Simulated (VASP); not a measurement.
Set up this calculation in VASP 6.6.1, as the native input.

```
Task                   : electric field gradients
Functional             : PBE
Potentials or basis    : VASP PAW PBE potentials, release 64 (Si, Ni)
Cutoff                 : 520 eV
k mesh                 : 14 × 12 × 9
Occupations            : fermi-dirac, width 0.05 eV
Spin                   : no spin polarisation
Dipole correction      : no
Further INCAR settings : ALGO = Normal; EDIFF = 1e-08; NBANDS = 22
```

The structure of SiNi lies in POSCAR:

```
SiNi
1.0
    2.9427706600      0.0000000000      0.0000000000
    0.0000000000      3.2803255400      0.0000000000
    0.0000000000      0.0000000000      4.6774467600
Si Ni
2 2
Direct
    0.0000000000      0.0000000000      0.1568568400
    0.5000000000      0.5000000000      0.8431431600
    0.0000000000      0.0000000000      0.6575044100
    0.5000000000      0.5000000000      0.3424955900
```

These files were run (other wordings do the same):

INCAR

```
PREC = Accurate ; ENCUT = 520
EDIFF = 1E-8 ; ISMEAR = -1
SIGMA = 0.05 ; LREAL = False
LASPH = True ; NELM = 100
ALGO = Normal ; ISIF = 2
LWAVE = False ; LCHARG = False
GGA = PE ; LEFG = True
NBANDS = 22
```

KPOINTS

```
regular mesh
0
Gamma
  14 12 9
```

Potentials or basis: VASP PAW PBE potentials, release 64 (Si, Ni).

The run is started by

```sh
$ cat potpaw_PBE.64/Si/POTCAR potpaw_PBE.64/Ni/POTCAR > POTCAR
$ mpirun -np 1 vasp_std > vasp.out
```

Results of the run:

| Quantity | Value |
| --- | --- |
| Pressure | 6.7 GPa |
| Largest force | 0.066 eV/Å |
| Band gap on the k mesh | zero (bands 14 and 15 overlap by 2.09 eV) |
| Largest electric field gradient by atom | Si -31.8; Ni -11.0 V/Å² |

Caveat: the cell stands under pressure; without QUAD_EFG the Cq values of the log hold for a quadrupole moment of 1 mb, not for the nuclei.

Wall time 3.6 min on 1 thread of AMD EPYC 7R13 Processor (Zen 3), on a shared host, peak memory 0.31 GiB.
